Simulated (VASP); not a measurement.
# Si (a cell with a defect) in VASP: notebook, part 2 of 2

VASP 6.6.1.

## Step 4: Single point, PBE+D3(BJ)

Input file INCAR:

```
SYSTEM = Si
  PREC = Accurate
  ENCUT = 520
  EDIFF = 1E-7
  ISMEAR = 0
  SIGMA = 0.05
  LREAL = Auto
  LASPH = .True.
  NELM = 60
  ALGO = Normal
  ISIF = 2
  LWAVE = .False.
  LCHARG = .True.
  GGA = PE
  IVDW = 12
  LELF = .True.
  LVHAR = .True.
  NBANDS = 48
```

Input file KPOINTS:

```
regular mesh
0
Gamma
  2 2 2
  0 0 0
```

Input file POSCAR:

```
Si
1.0
    0.0000000000      5.4300000000      5.4300000000
    5.4300000000      0.0000000000      5.4300000000
    5.4300000000      5.4300000000      0.0000000000
Si
17
Direct
    0.0015493554      0.0028598527     -0.0071604052
    0.1275932781      0.1282256906      0.1216531308
    0.0013006446      0.0023726519      0.5018518416
    0.1235341621      0.1263802026      0.6242371087
   -0.0012269797      0.5005923573      0.0001229282
    0.1275724678      0.6226708103      0.1215811234
    0.0011666667      0.4950165746      0.5017001842
    0.1275810313      0.6223408840      0.6279537753
    0.4998375691     -0.0011093923      0.0003856354
    0.6210273481      0.1286313996      0.1217266114
    0.4921186004      0.0029436464      0.5021309392
    0.6210022099      0.1283261510      0.6280933702
    0.4998045120      0.5009199816      0.0003374770
    0.6248536832      0.6250210866      0.1250671271
    0.4997121547      0.5007007366      0.4989727440
    0.6209593002      0.6227502762      0.6280392265
    0.8734509208      0.8764555249      0.3742074586
```

Command:

```sh
$ cat potpaw_PBE.64/Si/POTCAR > POTCAR
$ mpirun -np 1 vasp_std > vasp.out
```

It took 2.6 min on 1 thread of AMD EPYC 9R45 (Zen 5), shared host; peak memory 0.44 GiB.

Results (log left out):

* Free energy: -93.6391 eV
* Pressure: 2.4 GPa
* Largest force: 0.031 eV/Å
* Band gap on the k mesh: zero (bands 34 and 35 overlap by 0.25 eV)
* Dispersion energy per atom: -0.332 eV

Forces in eV/Å, atoms in the order of the input:
```
Si   0.004 -0.004 -0.005
Si   0.006 -0.004 -0.016
Si   0.008  0.003  0.005
Si   0.000  0.001 -0.001
Si   0.020 -0.010 -0.021
Si   0.018 -0.004 -0.005
Si  -0.007  0.006 -0.010
Si   0.002 -0.031 -0.001
Si  -0.015  0.014 -0.012
Si  -0.002  0.023  0.004
Si  -0.002 -0.002  0.003
Si  -0.016  0.000  0.008
Si   0.012  0.015  0.016
Si   0.001 -0.003 -0.001
Si  -0.021 -0.006  0.021
Si  -0.006  0.000  0.016
Si  -0.002  0.003  0.000
```

Levels at points of the mesh, in eV from the Fermi level:
| k point | band 30 | band 31 | band 32 | band 33 | band 34 | band 35 | band 36 | band 37 | band 38 | band 39 |
| --- | --- | --- | --- | --- | --- | --- | --- | --- | --- | --- |
| (0.00, 0.00, 0.00) | -1.75 | -0.82 | -0.82 | -0.82 | -0.24 | -0.24 | -0.23 | 0.09 | 0.09 | 0.41 |
| (0.50, 0.00, 0.00) | -1.58 | -1.57 | -1.43 | -1.43 | -0.34 | 0.54 | 0.55 | 0.90 | 0.90 | 1.29 |
| (0.00, 0.50, 0.00) | -1.58 | -1.57 | -1.43 | -1.43 | -0.35 | 0.53 | 0.54 | 0.90 | 0.90 | 1.29 |
| (0.00, 0.00, 0.50) | -1.58 | -1.57 | -1.43 | -1.43 | -0.34 | 0.53 | 0.55 | 0.90 | 0.90 | 1.29 |
| (0.50, 0.50, 0.50) | -1.58 | -1.57 | -1.43 | -1.43 | -0.35 | 0.53 | 0.54 | 0.90 | 0.90 | 1.29 |
| (0.50, 0.50, 0.00) | -2.02 | -2.02 | -1.89 | -0.99 | 0.02 | 0.72 | 1.02 | 1.03 | 1.15 | 1.90 |
| (0.00, 0.50, 0.50) | -2.02 | -2.02 | -1.89 | -0.99 | 0.02 | 0.72 | 1.02 | 1.03 | 1.15 | 1.90 |
| (0.50, 0.00, 0.50) | -2.02 | -2.02 | -1.88 | -0.99 | 0.02 | 0.72 | 1.02 | 1.03 | 1.15 | 1.90 |

Caveat: the k points lie up to 0.50 Å⁻¹ apart.

## Step 5: Single point, PBE+D3(BJ)

Input file INCAR:

```
PREC = Accurate
ENCUT = 520
EDIFF = 1E-6
ISMEAR = 0
SIGMA = 0.05
LREAL = Auto
LASPH = T
NELM = 80
ALGO = Normal
ISIF = 2
LWAVE = F
LCHARG = T
GGA = PE
IVDW = 12
LELF = T
LVHAR = T
NBANDS = 48
```

Input file KPOINTS:

```
Automatic mesh
0
Gamma
  2 2 2
```

Input file POSCAR:

```
Si
1.0
    0.0000000000      5.4300000000      5.4300000000
    5.4300000000      0.0000000000      5.4300000000
    5.4300000000      5.4300000000      0.0000000000
Si
17
Direct
   -0.0001181400     -0.0003395028      0.0002604972
    0.1245924494      0.1239331492      0.1250226519
    0.0029058932      0.0025311234      0.4973193370
    0.1245882136      0.1239869245      0.6265025783
    0.0029299263      0.4965603131      0.0032542357
    0.1239332413      0.6260674954      0.1250776243
    0.0028569982      0.4966185083      0.4973914365
    0.1315127072      0.6224508287      0.6230810313
    0.4970779006      0.0023692449      0.0030911602
    0.6262044199      0.1234710866      0.1252104972
    0.4970715470      0.0023641805      0.4975313996
    0.6229353591      0.1310276243      0.6230441989
    0.4963556169      0.4960493554      0.0038209945
    0.6226939227      0.6221405157      0.1315639042
    0.5001044199      0.4996215470      0.5001329650
    0.6226254144      0.6221523020      0.6236569061
    0.7500177716      0.7493111418      0.7503604972
```

Command:

```sh
$ cat potpaw_PBE.64/Si/POTCAR > POTCAR
$ mpirun -np 1 vasp_std > vasp.out
```

It took 2.4 min on 1 thread of AMD EPYC 9R45 (Zen 5), shared host; peak memory 0.44 GiB.

Results (log left out):

* Free energy: -93.6392 eV
* Pressure: 2.4 GPa
* Largest force: 0.022 eV/Å
* Band gap on the k mesh: zero (bands 34 and 35 overlap by 0.26 eV)
* Dispersion energy per atom: -0.332 eV

Forces in eV/Å, atoms in the order of the input:
```
Si   0.001 -0.002  0.003
Si  -0.003 -0.015  0.010
Si  -0.003  0.005 -0.008
Si   0.015  0.003  0.008
Si  -0.006 -0.006 -0.014
Si  -0.008  0.006  0.008
Si   0.005  0.007 -0.014
Si  -0.001  0.001 -0.002
Si  -0.006  0.003 -0.013
Si   0.006 -0.008  0.019
Si  -0.002  0.006 -0.014
Si   0.000  0.000 -0.003
Si  -0.005  0.006  0.015
Si   0.007  0.006 -0.003
Si   0.002 -0.001  0.000
Si  -0.005 -0.006 -0.002
Si   0.002 -0.004  0.009
```

Levels at points of the mesh, in eV from the Fermi level:
```tsv
k point	band 31	band 32	band 33	band 34	band 35	band 36	band 37	band 38
(0.00, 0.00, 0.00)	-0.82	-0.82	-0.82	-0.24	-0.24	-0.23	0.08	0.09
(0.50, 0.00, 0.00)	-1.57	-1.43	-1.43	-0.34	0.53	0.54	0.90	0.90
(0.00, 0.50, 0.00)	-1.57	-1.43	-1.43	-0.34	0.53	0.54	0.90	0.90
(0.00, 0.00, 0.50)	-1.58	-1.43	-1.43	-0.34	0.54	0.54	0.90	0.90
(0.50, 0.50, 0.50)	-1.58	-1.43	-1.43	-0.34	0.54	0.54	0.90	0.90
(0.50, 0.50, 0.00)	-2.02	-1.89	-0.99	0.01	0.71	1.03	1.03	1.15
(0.00, 0.50, 0.50)	-2.02	-1.89	-0.99	0.02	0.72	1.02	1.03	1.15
(0.50, 0.00, 0.50)	-2.02	-1.89	-0.99	0.02	0.72	1.02	1.03	1.15
```

Caveat: the k points lie up to 0.50 Å⁻¹ apart.
